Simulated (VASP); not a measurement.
# InP (F-43m) in VASP: a series of runs

The runs below take InP through single point, with PBE.

Everything below comes from runs of VASP 6.6.1. Logs are shortened: lines on timing, memory, paths and dates and some standing lists are left out, and cuts for length are marked.

**1. The cell of the first run**

The structure is cubic, space group F-43m (No. 216). Conventional cell: a = 5.617 Å, b = 5.617 Å, c = 5.617 Å, α = 90.00°, β = 90.00°, γ = 90.00°. In (site symmetry -43m) has 4 P at 2.43 Å within 3.2 Å. Within 3.2 Å of P (site symmetry -43m) lie 4 In at 2.43 Å.

**2. Single point, PBE**

INCAR

```
ALGO = Normal
EDIFF = 1E-6
ENCUT = 500
GGA = PE
GGA_COMPAT = F
ISIF = 2
ISMEAR = 0
LASPH = T
LCHARG = F
LREAL = F
LWAVE = F
NBANDS = 16
NELM = 120
PREC = Accurate
SIGMA = 0.01
```

KPOINTS

```
k-points
0
Gamma
  8 8 8
```

POSCAR

```
InP
1.0
    0.0000000000      2.8082511782      2.8082511782
    2.8082511782      0.0000000000      2.8082511782
    2.8082511782      2.8082511782      0.0000000000
In P
1 1
Direct
    0.0000000000      0.0000000000      0.0000000000
    0.2500000000      0.2500000000      0.2500000000
```

Potentials or basis: VASP PAW PBE potentials, release 64 (In_d, P).

Command:

```
$ cat potpaw_PBE.64/In_d/POTCAR potpaw_PBE.64/P/POTCAR > POTCAR
$ mpirun -np 1 vasp_std > vasp.out
```

OUTCAR:

```text
EDIFF = 1E-6
   ENCUT = 500
   GGA = PE
   ISIF = 2
   ISMEAR = 0
   LASPH = T
   LREAL = F
   NELM = 120
   PREC = Accurate

 ion  position               nearest neighbor table
   1  0.000  0.000  0.000-   2 2.43   2 2.43   2 2.43   2 2.43
   2  0.250  0.250  0.250-   1 2.43   1 2.43   1 2.43   1 2.43

  LATTYP: Found a face centered cubic cell.
 ALAT       =     5.6165023564

  Lattice vectors:

 A1 = (   0.0000000000,   2.8082511782,   2.8082511782)
 A2 = (   2.8082511782,   0.0000000000,   2.8082511782)
 A3 = (   2.8082511782,   2.8082511782,   0.0000000000)

Analysis of symmetry for initial positions (statically):
=====================================================================
 Subroutine PRICEL returns:
 Original cell was already a primitive cell.

 Routine SETGRP: Setting up the symmetry group for a
 face centered cubic supercell.

 Subroutine GETGRP returns: Found 24 space group operations
 (whereof 24 operations were pure point group operations)
 out of a pool of 48 trial point group operations.

The static configuration has the point symmetry T_d .

Analysis of symmetry for dynamics (positions and initial velocities):
=====================================================================
 Subroutine PRICEL returns:
 Original cell was already a primitive cell.

 Routine SETGRP: Setting up the symmetry group for a
 face centered cubic supercell.

 Subroutine GETGRP returns: Found 24 space group operations
 (whereof 24 operations were pure point group operations)
 out of a pool of 48 trial point group operations.

The dynamic configuration has the point symmetry T_d .

 Subroutine INISYM returns: Found 24 space group operations
 (whereof 24 operations are pure point group operations),
 and found     1 'primitive' translations

----------------------------------------------------------------------------------------

                                     Primitive cell

  volume of cell :      44.2933

  direct lattice vectors                    reciprocal lattice vectors
     0.000000000  2.808251178  2.808251178    -0.178046752  0.178046752  0.178046752
     2.808251178  0.000000000  2.808251178     0.178046752 -0.178046752  0.178046752
     2.808251178  2.808251178  0.000000000     0.178046752  0.178046752 -0.178046752

  length of vectors
     3.971466903  3.971466903  3.971466903     0.308386020  0.308386020  0.308386020

  position of ions in fractional coordinates (direct lattice)
     0.000000000  0.000000000  0.000000000
     0.250000000  0.250000000  0.250000000

  ion indices of the primitive-cell ions
   primitive index   ion index
                 1           1
                 2           2

----------------------------------------------------------------------------------------

 KPOINTS: k-points

Automatic generation of k-mesh.
 Grid dimensions read from file:
 generate k-points for:    8    8    8

 Generating k-lattice:

  Cartesian coordinates                     Fractional coordinates (reciprocal lattice)
    -0.022255844  0.022255844  0.022255844     0.125000000  0.000000000  0.000000000
     0.022255844 -0.022255844  0.022255844     0.000000000  0.125000000  0.000000000
     0.022255844  0.022255844 -0.022255844     0.000000000  0.000000000  0.125000000

  Length of vectors
     0.038548252  0.038548252  0.038548252

  Shift w.r.t. Gamma in fractional coordinates (k-lattice)
     0.000000000  0.000000000  0.000000000

 Subroutine IBZKPT returns following result:
 ===========================================

 Found     29 irreducible k-points:

 Following reciprocal coordinates:
            Coordinates               Weight
  0.000000  0.000000  0.000000      1.000000
  0.125000  0.000000  0.000000      8.000000
  0.250000  0.000000  0.000000      8.000000
  0.375000  0.000000  0.000000      8.000000
  0.500000  0.000000  0.000000      4.000000
  0.125000  0.125000  0.000000      6.000000
[... 16 lines left out ...]
  0.500000  0.250000  0.125000     48.000000
 -0.375000  0.250000  0.125000     24.000000
 [... further k-points ...]
   k-points           NKPTS =     29   k-points in BZ     NKDIM =     29   number of bands    NBANDS=     16
   number of dos      NEDOS =    301   number of ions     NIONS =      2
   total plane-waves  NPLWV =  27000
   dimension x,y,z NGX =    30 NGY =   30 NGZ =   30
   dimension x,y,z NGXF=    60 NGYF=   60 NGZF=   60
   ions per type =               1   1
   NGX,Y,Z   is equivalent  to a cutoff of  12.56, 12.56, 12.56 a.u.
   NGXF,Y,Z  is equivalent  to a cutoff of  25.12, 25.12, 25.12 a.u.
 SYSTEM =  unknown system
   PREC   = accura    normal or accurate (medium, high low for compatibility)
   ISTART =      0    job   : 0-new  1-cont  2-samecut
   ICHARG =      2    charge: 1-file 2-atom 10-const
   ISPIN  =      1    spin polarized calculation?
   LNONCOLLINEAR =      F non collinear calculations
   LSORBIT =      F    spin-orbit coupling
   LASPH  =      T    aspherical Exc in radial PAW
   ENCUT  =  500.0 eV  36.75 Ry    6.06 a.u.   7.24  7.24  7.24*2*pi/ulx,y,z
   NELM   =    120;   NELMIN=  2; NELMDL= -5     # of ELM steps
   EDIFF  = 0.1E-05   stopping-criterion for ELM
   LREAL  =      F    real-space projection
   EDIFFG = 0.1E-04   stopping-criterion for IOM
   NSW    =      0    number of steps for IOM
   IBRION =     -1    ionic relax: 0-MD 1-quasi-New 2-CG
   NFREE  =      0    steps in history (QN), initial steepest desc. (CG)
   ISIF   =      2    stress and relaxation
   ISYM   =      2    0-nonsym 1-usesym 2-fastsym
   POTIM  = 0.5000    time-step for ionic-motion
   TEBEG  =    0.0;   TEEND  =   0.0 temperature during run
   PSTRESS=    0.0 pullay stress
   NELECT =      18.0000    total number of electrons
   NUPDOWN=      -1.0000    fix difference up-down
   EMIN   =  10.00;   EMAX   =-10.00  energy-range for DOS
   EFERMI =   0.00;   METHOD = LEGACY
   ISMEAR =     0;   SIGMA  =   0.01  broadening in eV -4-tet -1-fermi 0-gaus
   EFERMI_NEDOS =   21; number of points for ismear=-14 and -15
   IALGO  =     38    algorithm
   IMIX   =      4    mixing-type and parameters
     AMIX     =   0.40;   BMIX     =  1.00
     AMIX_MAG =   1.60;   BMIX_MAG =  1.00
  volume/ion in A,a.u.               =      22.15       149.45
  Fermi-wavevector in a.u.,A,eV,Ry     =   1.212606  2.291493 20.006188  1.470413
  Thomas-Fermi vector in A             =   2.348085
   LORBIT       =      0    0 simple, 1 ext, 2 COOP (PROOUT), +10 PAW based schemes
   GGA     = PE    functional components
   LHFCALC =     F    Hartree Fock is set to
   AEXX    =    0.0000 exact exchange contribution
   IVDW    =     0    specifies the selected vdW correction
   LEPSILON=     F    determine dielectric tensor
   LRPA    =     F    only Hartree local field effects (RPA)
 non-spin polarized calculation
 Gauss-broadening in eV      SIGMA  =   0.01
  energy-cutoff  :      500.00
  volume of cell :       44.29
 maximum number of plane-waves:      1158
 NGX is ok and might be reduce to    30
   NGX = 15   NGY = 15   NGZ = 15

 number of electron      17.9999999 magnetization

 Free energy of the ion-electron system (eV)
  ---------------------------------------------------
  ext. energy  EPLUGINS =         0.00000000
  ---------------------------------------------------
  free energy    TOTEN  =        -8.04411511 eV

  energy without entropy =       -8.04411511  energy(sigma->0) =       -8.04411511

 E-fermi :   6.7617     XC(G=0):  -9.8628

 val. band max:        6.7032633886   @ k =   0.0000   0.0000   0.0000
 cond. band min:       8.0982193250   @ k =   0.0000   0.0000   0.0000
 fundamental gap:      1.3949559364
 Fermi energy:         6.7617332800

 k-point     1 :       0.0000    0.0000    0.0000
  band No.  band energies     occupation
      1      -7.8188      2.00000
      2      -7.8188      2.00000
      3      -7.8188      2.00000
      4      -7.5907      2.00000
      5      -7.5907      2.00000
      6      -5.7764      2.00000
[... 8 lines left out ...]
     15      16.3396      0.00000
     16      16.3396      0.00000

 k-point     2 :       0.1250    0.0000    0.0000
  band No.  band energies     occupation
      1      -7.8528      2.00000
      2      -7.8074      2.00000
      3      -7.8074      2.00000
      4      -7.5907      2.00000
      5      -7.5907      2.00000
      6      -5.5561      2.00000
[... 8 lines left out ...]
     15      15.6164      0.00000
     16      16.6436      0.00000

 k-point     3 :       0.2500    0.0000    0.0000
  band No.  band energies     occupation
      1      -7.9255      2.00000
      2      -7.7833      2.00000
      3      -7.7833      2.00000
      4      -7.5869      2.00000
      5      -7.5869      2.00000
      6      -4.9423      2.00000
[... 8 lines left out ...]
     15      15.3856      0.00000
     16      16.1076      0.00000

 k-point     4 :       0.3750    0.0000    0.0000
  band No.  band energies     occupation
      1      -7.9892      2.00000
      2      -7.7655      2.00000
      3      -7.7655      2.00000
      4      -7.5763      2.00000
      5      -7.5763      2.00000
      6      -4.0982      2.00000
[... 8 lines left out ...]
     15      16.4414      0.00000
     16      16.4414      0.00000
[... 324 lines left out ...]
 k-point    22 :       0.3750    0.2500    0.1250
  band No.  band energies     occupation
      1      -7.9804      2.00000
      2      -7.7541      2.00000
      3      -7.7441      2.00000
      4      -7.6171      2.00000
      5      -7.5674      2.00000
      6      -4.4381      2.00000
[... 8 lines left out ...]
     15      17.2373      0.00000
     16      18.9654      0.00000

 k-point    23 :       0.5000    0.2500    0.1250
  band No.  band energies     occupation
      1      -8.0161      2.00000
      2      -7.7462      2.00000
      3      -7.7221      2.00000
      4      -7.6109      2.00000
      5      -7.5671      2.00000
      6      -3.6581      2.00000
[... 8 lines left out ...]
     15      18.0639      0.00000
     16      18.5338      0.00000

 k-point    24 :      -0.3750    0.2500    0.1250
  band No.  band energies     occupation
      1      -8.0291      2.00000
      2      -7.7455      2.00000
      3      -7.7145      2.00000
      4      -7.6012      2.00000
      5      -7.5710      2.00000
      6      -3.1908      2.00000
[... 8 lines left out ...]
     15      17.7075      0.00000
     16      18.5503      0.00000

 [... further k-points ...]
[... 5 lines left out ...]
  --------------------------------------------------------------------------------------
  -------------------------------------------------------------------------------------
  Total        4.3733348      4.3733348      4.3733348      0.0000000      0.0000000      0.0000000
  in kB      158.1923438    158.1923438    158.1923438      0.0000000      0.0000000      0.0000000
  external PRESSURE =     158.1923438 kB  Pullay stress =       0.0000000 kB

 VOLUME and BASIS-vectors are now :
 -----------------------------------------------------------------------------
  energy-cutoff  :      500.00
  volume of cell :       44.29
      direct lattice vectors                 reciprocal lattice vectors
     0.000000000  2.808251178  2.808251178    -0.178046752  0.178046752  0.178046752
     2.808251178  0.000000000  2.808251178     0.178046752 -0.178046752  0.178046752
     2.808251178  2.808251178  0.000000000     0.178046752  0.178046752 -0.178046752

 POSITION                                       TOTAL-FORCE (eV/Angst)
 -----------------------------------------------------------------------------------
      0.00000      0.00000      0.00000        -0.000000     -0.000000     -0.000000
      1.40413      1.40413      1.40413         0.000000      0.000000      0.000000
 -----------------------------------------------------------------------------------
    total drift:                                0.000000      0.000000      0.000000

  FREE ENERGIE OF THE ION-ELECTRON SYSTEM (eV)
  ---------------------------------------------------
  free  energy   TOTEN  =        -8.0441151123 eV

  energy  without entropy=       -8.0441151123  energy(sigma->0) =       -8.04411511
```

It took 19 s on 1 thread of Intel Xeon Platinum 8488C (Sapphire Rapids), shared host; peak memory 0.17 GiB.

Results:

```yaml
Free_energy: -8.0441 eV
Pressure: 15.8 GPa
Band_gap_on_the_k_mesh: 1.39 eV
```

Levels at points of the mesh, in eV from the valence-band top:
```tsv
k point	band 5	band 6	band 7	band 8	band 9	band 10	band 11	band 12	band 13	band 14
(0.00, 0.00, 0.00)	-14.29	-12.48	0.00	0.00	0.00	1.39	4.05	4.05	4.05	9.20
(0.50, 0.00, 0.00)	-14.27	-10.29	-6.48	-1.18	-1.18	1.80	4.79	4.79	7.29	10.12
(0.50, 0.50, 0.00)	-14.24	-9.48	-6.36	-2.79	-2.79	1.51	2.20	10.06	10.44	10.44
```

Caveat: the cell stands under pressure; spin-orbit coupling is left out, which moves the levels of the heavy elements.

**3. Single point, PBE**

This run uses another cell than the first one, of 23.15 Å³/atom.

INCAR

```
SYSTEM = InP
  PREC = Accurate
  ENCUT = 500
  EDIFF = 1E-6
  ISMEAR = 0
  SIGMA = 0.01
  LREAL = .False.
  LASPH = .True.
  NELM = 120
  ALGO = Normal
  ISIF = 2
  LWAVE = .False.
  LCHARG = .False.
  GGA = PE
  NBANDS = 16
  GGA_COMPAT = .False.
```

KPOINTS

```
regular mesh
0
Gamma
  8 8 8
  0 0 0
```

POSCAR

```
InP
1.0
    0.0000000000      2.8501715552      2.8501715552
    2.8501715552      0.0000000000      2.8501715552
    2.8501715552      2.8501715552      0.0000000000
In P
1 1
Direct
    0.0000000000      0.0000000000      0.0000000000
    0.2500000000      0.2500000000      0.2500000000
```

Potentials or basis: VASP PAW PBE potentials, release 64 (In_d, P).

Command:

```
$ cat potpaw_PBE.64/In_d/POTCAR potpaw_PBE.64/P/POTCAR > POTCAR
$ mpirun -np 1 vasp_std > vasp.out
```

Wall time 17 s (1 thread of Intel Xeon Platinum 8488C (Sapphire Rapids), shared host); peak memory 0.17 GiB.

The run converged. Its results:

* Free energy: -8.2104 eV
* Pressure: 10.7 GPa
* Band gap on the k mesh: 1.16 eV

Levels at points of the mesh, in eV from the valence-band top:
| k point | band 7 | band 8 | band 9 | band 10 | band 11 | band 12 |
| --- | --- | --- | --- | --- | --- | --- |
| (0.00, 0.00, 0.00) | 0.00 | 0.00 | 0.00 | 1.16 | 4.07 | 4.07 |
| (0.50, 0.00, 0.00) | -6.20 | -1.10 | -1.10 | 1.70 | 4.80 | 4.80 |
| (0.50, 0.50, 0.00) | -6.13 | -2.62 | -2.62 | 1.61 | 2.24 | 9.76 |

Caveat: the cell stands under pressure; spin-orbit coupling is left out, which moves the levels of the heavy elements.
